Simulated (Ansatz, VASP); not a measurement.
Si in VASP and in Ansatz

```
CELL_PARAMETERS angstrom
0.00000 2.73345 2.73345
2.73345 0.00000 2.73345
2.73345 2.73345 0.00000
ATOMIC_POSITIONS crystal
Si 0.50000 0.50000 0.50000
Si 0.75000 0.75000 0.75000
```

Change from the starting cell: volume scaled by 1.02.

Alike in both runs: task single point; functional PBE; k mesh 11 × 11 × 11; occupations fermi-dirac, width 0.08 eV; no spin polarisation.

|  | VASP | Ansatz |
| --- | --- | --- |
| version | VASP 6.6.1 | Ansatz 0.2.0 |
| potentials or method | VASP PAW PBE potentials, release 64 (Si), cutoff 520 eV | all-electron LAPW, scalar-relativistic |

|  | VASP | Ansatz | Ansatz less VASP |
| --- | --- | --- | --- |
| pressure (GPa) | 0.1 | 0.1 | +0.05 |

Ansatz ran all-electron here, and VASP with PAW potentials.
